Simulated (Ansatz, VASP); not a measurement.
# AlN: VASP beside Ansatz

INCAR

```
SYSTEM = AlN
  PREC = Accurate
  ENCUT = 520
  EDIFF = 1E-6
  ISMEAR = 0
  SIGMA = 0.05
  LREAL = .False.
  LASPH = .True.
  NELM = 60
  ALGO = Normal
  ISIF = 2
  LWAVE = .False.
  LCHARG = .True.
  GGA = CA
  LELF = .True.
  LVHAR = .True.
  NBANDS = 26
```

The input KPOINTS:

```
regular mesh
0
Gamma
  8 6 4
  0 0 0
```

The input POSCAR:

```
AlN
1.0
   -1.6378403119      2.8368226349      0.0000000000
    0.0000000000      0.0000000000      4.1006264518
    4.9135209358      2.8368226349      0.0000000000
Al N
4 4
Direct
    0.5567820924      0.7500000000      0.1098845743
    1.0000000000      0.7500000000      0.6666666667
    0.0000000000      0.2500000000      0.3333333333
    0.5000000000      0.2500000000      0.8333333333
    0.5000000000      0.2500000000      0.1666666667
    1.0000000000      0.2500000000      0.6666666667
    0.0000000000      0.7500000000      0.3333333333
    0.5000000000      0.7500000000      0.8333333333
```

Input for Ansatz:

```yaml
crystal:
  lattice:
    - [-1.6378403119, 2.8368226349, 0.0]
    - [0.0, 0.0, 4.1006264518]
    - [4.9135209358, 2.8368226349, 0.0]
  atoms:
    - { symbol: Al, position: [0.5567820924, 0.75, 0.1098845743] }
    - { symbol: Al, position: [1.0, 0.75, 0.6666666667] }
    - { symbol: Al, position: [0.0, 0.25, 0.3333333333] }
    - { symbol: Al, position: [0.5, 0.25, 0.8333333333] }
    - { symbol: "N", position: [0.5, 0.25, 0.1666666667] }
    - { symbol: "N", position: [1.0, 0.25, 0.6666666667] }
    - { symbol: "N", position: [0.0, 0.75, 0.3333333333] }
    - { symbol: "N", position: [0.5, 0.75, 0.8333333333] }
basis:
  ecutwfc: 420
kpoints:
  mp_grid: { grid: [8, 6, 4] }
hamiltonian:
  xc: lda
  pseudopotentials: { kind: paw, azcp: { folder: soft_1 } }
scf:
  occupations: { method: gaussian, width: 0.05 }
output:
  forces: true
  stress: true
  eigenvalues: true
```

Alike in both runs: task single point; functional LDA; k mesh 8 × 6 × 4; occupations gaussian, width 0.05 eV; no spin polarisation.

```csv
,VASP,Ansatz
version,VASP 6.6.1,Ansatz 0.2.0
potentials or method,"VASP PAW LDA potentials, release 64 (Al, N), cutoff 520 eV","scalar-relativistic, plane waves, PAW"
valence electrons in the cell,32,32
```

Ansatz gave:

```
gap on the k mesh at the Fermi level (eV)                     : 2.90
least direct gap on the mesh (eV)                             : 2.90
pressure (GPa)                                                : 6.8
traceless stress, the component that is largest in VASP (GPa) : 12.55
rms of the force components (eV/Å)                            : 2.912
```

Problem. What did VASP give for the same quantities?

Solution. gap on the k mesh at the Fermi level (eV): 2.90; least direct gap on the mesh (eV): 2.90; pressure (GPa): 7.6; traceless stress, the component that is largest in VASP (GPa): 12.93; rms of the force components (eV/Å): 2.955.

Ansatz warns that its potentials were made for another functional, while VASP's fit it. LDA's correlation is that of Perdew and Zunger in VASP and of Perdew and Wang (1992) in Ansatz. Atom by atom the forces differ by 0.046 eV/Å (rms over components).
